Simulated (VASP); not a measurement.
Wanted: the native input for a VASP 6.6.1 run.

```
Task                   : single point
Functional             : RPBE
Potentials or basis    : VASP PAW PBE potentials, release 64 (Ti_sv)
Cutoff                 : 520 eV
k mesh                 : 15 × 15 × 15
Occupations            : fermi-dirac, width 0.1 eV
Spin                   : no spin polarisation
Dipole correction      : no
Further INCAR settings : ALGO = Normal; EDIFF = 1e-07; NBANDS = 12
```

The structure of Ti lies in POSCAR:

```
Ti
1.0
   -1.6685900552      1.6685900552      1.6685900552
    1.6685900552     -1.6685900552      1.6685900552
    1.6685900552      1.6685900552     -1.6685900552
Ti
1
Direct
    0.0000000000      0.0000000000      0.0000000000
```

This cell differs from its parent crystal: volume scaled by 1.04.

The input as run:

INCAR

```
SYSTEM = Ti
ALGO = Normal
EDIFF = 1E-7
ENCUT = 520
GGA = RP
ISIF = 2
ISMEAR = -1
LASPH = .TRUE.
LCHARG = .FALSE.
LREAL = .FALSE.
LWAVE = .FALSE.
NBANDS = 12
NELM = 80
PREC = Accurate
SIGMA = 0.1
```

KPOINTS

```
k-points
0
G
  15 15 15
  0 0 0
```

Potentials or basis: VASP PAW PBE potentials, release 64 (Ti_sv).

Run with:

```sh
$ cat potpaw_PBE.64/Ti_sv/POTCAR > POTCAR
$ mpirun -np 1 vasp_std > vasp.out
```

Results of the run:

The pressure is -3.8 GPa and the band gap on the k mesh is zero (band 6 reaches 8.46 eV, above the bottom of band 7 at 6.92 eV).

Caveat: the PAW data sets were made with another functional, which shifts forces and pressure a little.

It took 48 s on 1 thread of AMD EPYC 7R13, on a shared host, peak memory 0.12 GiB.
